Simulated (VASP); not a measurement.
**Ru: single point with LDA**

The system is Ru.

```
Ru
1.0
     2.65056    0.00000    0.00000
    -1.32528    2.29546    0.00000
     0.00000    0.00000    4.19449
Ru
2
Cartesian
  1.3253 0.7652 3.1459
  0.0000 1.5303 1.0486
```

```
Program                : VASP 6.6.1
Task                   : single point
Functional             : LDA
Potentials or basis    : VASP PAW LDA potentials, release 64 (Ru_pv)
Cutoff                 : 520 eV
k mesh                 : 11 × 11 × 6
Occupations            : fermi-dirac, width 0.05 eV
Spin                   : non-collinear spin, zero start, spin-orbit coupling
Starting moments       : [[0.0, 0.0, 0.0], [0.0, 0.0, 0.0]] μB
Dipole correction      : no
Further INCAR settings : ALGO = Fast; EDIFF = 1e-06; NBANDS = 40
```

The pressure is 11.3 GPa. The net moment is 0.00 μB per cell. The valence electrons inside the program's atomic spheres are Ru 12.82.

Stress tensor (GPa, compression positive):
```
11.05  0.00  0.00
 0.00 11.05  0.00
 0.00  0.00 11.79
```

Moments on the atoms (μB; x, y, z):
```
Ru  0.00 0.00 0.00
Ru  0.00 0.00 0.00
```

Wall time 52 s on 1 thread of Intel(R) Xeon(R) 6975P-C (Granite Rapids) (shared host), peak memory 0.22 GiB.

Caveat: the cell stands under pressure.
